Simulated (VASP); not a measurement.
Write the native input for VASP 6.6.1 that does the following.

| Quantity | Value |
| --- | --- |
| Task | single point |
| Functional | LDA |
| Potentials or basis | VASP PAW LDA potentials, release 64 (Ni, S) |
| Cutoff | 520 eV |
| k mesh | 11 × 11 × 7 |
| Occupations | fermi-dirac, width 0.05 eV |
| Spin | collinear spin, zero start |
| Starting moments | [0.0, 0.0, 0.0, 0.0] μB |
| Fixed moment | 0 μB |
| Dipole correction | no |
| Further INCAR settings | ALGO = Normal; EDIFF = 1e-06; NBANDS = 28 |

The structure of NiS lies in POSCAR:

```
NiS
1.0
    3.4250000000      0.0000000000      0.0000000000
   -1.7125000000      2.9661370080      0.0000000000
    0.0000000000      0.0000000000      5.3400000000
Ni S
2 2
Direct
    0.0000000000      0.0000000000      0.0000000000
    0.0000000000      0.0000000000      0.5000000000
    0.3333333333      0.6666666667      0.2500000000
    0.6666666667      0.3333333333      0.7500000000
```

One way to write it, as run:

INCAR

```
PREC = Accurate ; ENCUT = 520
EDIFF = 1E-6 ; ISMEAR = -1
SIGMA = 0.05 ; LREAL = False
LASPH = True ; NELM = 150
ALGO = Normal ; ISIF = 2
LWAVE = False ; LCHARG = True
ISPIN = 2 ; MAGMOM = 0 0 0 0
LORBIT = 11 ; NUPDOWN = 0.0
LMAXMIX = 4 ; GGA = CA
LELF = True ; LVHAR = True
NBANDS = 28
```

KPOINTS

```
regular mesh
0
Gamma
  11 11 7
```

Potentials or basis: VASP PAW LDA potentials, release 64 (Ni, S).

Launch:

```console
$ cat potpaw_LDA.64/Ni/POTCAR potpaw_LDA.64/S/POTCAR > POTCAR
$ mpirun -np 1 vasp_std > vasp.out
```

Results of the run:

The pressure is -12.5 GPa and the net moment is 0.00 μB per cell. The valence electrons inside the program's atomic spheres are Ni 9.27; S 3.62.

Caveat: the cell stands under tension; the total moment is fixed, so each spin has its own Fermi level.

Run time: 90 s on 1 thread of Intel(R) Xeon(R) 6975P-C (Granite Rapids), on a shared host, peak memory 0.24 GiB.
